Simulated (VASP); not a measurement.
Write the native input for VASP 6.6.1 that does the following.

* Task: single point
* Functional: PBEsol
* Potentials or basis: VASP PAW PBE potentials, release 64 (V_sv)
* Cutoff: 520 eV
* k mesh: 10 × 10 × 10
* Occupations: gaussian, width 0.1 eV
* Spin: no spin polarisation
* Dipole correction: no
* Further INCAR settings: ALGO = Fast; EDIFF = 1e-07; NBANDS = 12

The structure of V lies in POSCAR:

```
V
1.0
   -1.4825110323      1.4825110323      1.4825110323
    1.4825110323     -1.4825110323      1.4825110323
    1.4825110323      1.4825110323     -1.4825110323
V
1
Direct
    0.0000000000      0.0000000000      0.0000000000
```

One way to write it, as run:

INCAR

```
  ALGO = Fast
  EDIFF = 1E-7
  ENCUT = 520
  GGA = PS
  ISIF = 2
  ISMEAR = 0
  LASPH = True
  LCHARG = False
  LREAL = False
  LWAVE = False
  NBANDS = 12
  NELM = 80
  PREC = Accurate
  SIGMA = 0.1
```

KPOINTS

```
k-points
0
Gamma
  10 10 10
```

Potentials or basis: VASP PAW PBE potentials, release 64 (V_sv).

Launch:

```sh
$ cat potpaw_PBE.64/V_sv/POTCAR > POTCAR
$ mpirun -np 1 vasp_std > vasp.out
```

It gave:

* Pressure: 0.2 GPa

Caveat: the PAW data sets were made with another functional, which shifts forces and pressure a little.

Wall time 11 s on 1 thread of Intel Xeon 8259CL (shared host), peak memory 0.13 GiB.
